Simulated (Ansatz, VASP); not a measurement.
**AlN: VASP beside Ansatz**

```xyz
2
Lattice="0.0000 2.0189 2.0189 2.0189 0.0000 2.0189 2.0189 2.0189 0.0000" Properties=species:S:1:pos:R:3 pbc="T T T"
Al    0.0000    0.0000    0.0000
N     2.0189    2.0189    2.0189
```

Alike in both runs: task single point; functional PBEsol; k mesh 3 × 3 × 3; no spin polarisation.

|  | VASP | Ansatz |
| --- | --- | --- |
| version | VASP 6.6.1 | Ansatz 0.2.0 |
| potentials or method | VASP PAW PBE potentials, release 64 (Al, N) | plane waves |
| plane-wave cutoff (eV) | 600 | 420 |
| occupations | gaussian, width 0.01 eV | fixed |
| valence electrons in the cell | 8 | 8 |

VASP gave:

```
gap on the k mesh at the Fermi level (eV) : 5.66
pressure (GPa)                            : 2.4
```

Problem. What did Ansatz give for the same quantities?

Solution. gap on the k mesh at the Fermi level (eV): 5.64; pressure (GPa): 2.6.

VASP's potentials were made for PBE, not for PBEsol.

The k mesh is coarse, so the values compare programs but aren't converged.
